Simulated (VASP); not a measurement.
Write the native input for VASP 6.6.1 that does the following.

- Task: single point
- Functional: PBE
- Potentials or basis: VASP PAW PBE potentials, release 64 (W_sv, C_h)
- Cutoff: 910 eV
- k mesh: 15 × 15 × 15
- Occupations: gaussian, width 0.1 eV
- Spin: no spin polarisation
- Dipole correction: no
- Second run: hard_potentials
- Further INCAR settings: ALGO = Normal; EDIFF = 1e-06; NBANDS = 16

The structure of WC lies in POSCAR:

```
WC
1.0
    2.9220901591      0.0000000000      0.0000000000
   -1.4610450796      2.5306043100      0.0000000000
    0.0000000000      0.0000000000      2.8461980027
W C
1 1
Direct
    0.0000000000      0.0000000000      0.0000000000
    0.3333333333      0.6666666667      0.5000000000
```

These files were run (other wordings do the same):

INCAR

```
SYSTEM = WC
PREC = Accurate
ENCUT = 910
EDIFF = 1E-6
ISMEAR = 0
SIGMA = 0.1
LREAL = .False.
LASPH = .True.
NELM = 120
ALGO = Normal
ISIF = 2
LWAVE = .False.
LCHARG = .False.
GGA = PE
NBANDS = 16
GGA_COMPAT = .False.
```

KPOINTS

```
regular mesh
0
Gamma
  15 15 15
  0 0 0
```

Potentials or basis: VASP PAW PBE potentials, release 64 (W_sv, C_h).

Launch:

```console
$ cat potpaw_PBE.64/W_sv/POTCAR potpaw_PBE.64/C_h/POTCAR > POTCAR
$ mpirun -np 1 vasp_std > vasp.out
```

It gave:

```yaml
Pressure: 1.0 GPa
Band_gap_on_the_k_mesh: zero (band 9 reaches 11.84 eV, above the bottom of band 10 at 10.65 eV)
```

Caveat: the cutoff is under 1.25 times the usual one of these potentials, so pressure, stress and relaxed cells hold a basis-set (Pulay) error; spin-orbit coupling is left out, which moves the levels of the heavy elements.

Run time: 2.3 min on 1 thread of Intel(R) Xeon(R) Platinum 8259CL CPU @ 2.50GHz (Skylake/Cascade Lake), on a shared host, peak memory 0.3 GiB.
